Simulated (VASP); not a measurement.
Write the native input for VASP 6.6.1 that does the following.

```
Task                   : single point
Functional             : PBE
Potentials or basis    : VASP PAW PBE potentials, release 64 (Sn_d)
Cutoff                 : 500 eV
k mesh                 : 12 × 12 × 12
Occupations            : gaussian, width 0.05 eV
Spin                   : no spin polarisation
Dipole correction      : no
Further INCAR settings : ALGO = Normal; EDIFF = 1e-06; NBANDS = 13
```

The structure of Sn lies in POSCAR:

```
Sn
1.0
   -1.8943875291      1.8943875291      1.8943875291
    1.8943875291     -1.8943875291      1.8943875291
    1.8943875291      1.8943875291     -1.8943875291
Sn
1
Direct
    0.0000000000      0.0000000000      0.0000000000
```

The input as run:

INCAR

```
PREC = Accurate
ENCUT = 500
EDIFF = 1E-6
ISMEAR = 0
SIGMA = 0.05
LREAL = F
LASPH = T
NELM = 120
ALGO = Normal
ISIF = 2
LWAVE = F
LCHARG = T
GGA = PE
LELF = T
LVHAR = T
NBANDS = 13
GGA_COMPAT = F
```

KPOINTS

```
regular mesh
0
Gamma
  12 12 12
```

Potentials or basis: VASP PAW PBE potentials, release 64 (Sn_d).

The run is started by

```console
$ cat potpaw_PBE.64/Sn_d/POTCAR > POTCAR
$ mpirun -np 1 vasp_std > vasp.out
```

It gave:

The pressure is 0.5 GPa and the band gap on the k mesh is zero (band 7 reaches 16.05 eV, above the bottom of band 8 at 5.62 eV).

Caveat: spin-orbit coupling is left out, which moves the levels of the heavy elements.

Run time: 17 s on 1 thread of Intel Xeon 8259CL (shared host), peak memory 0.15 GiB.
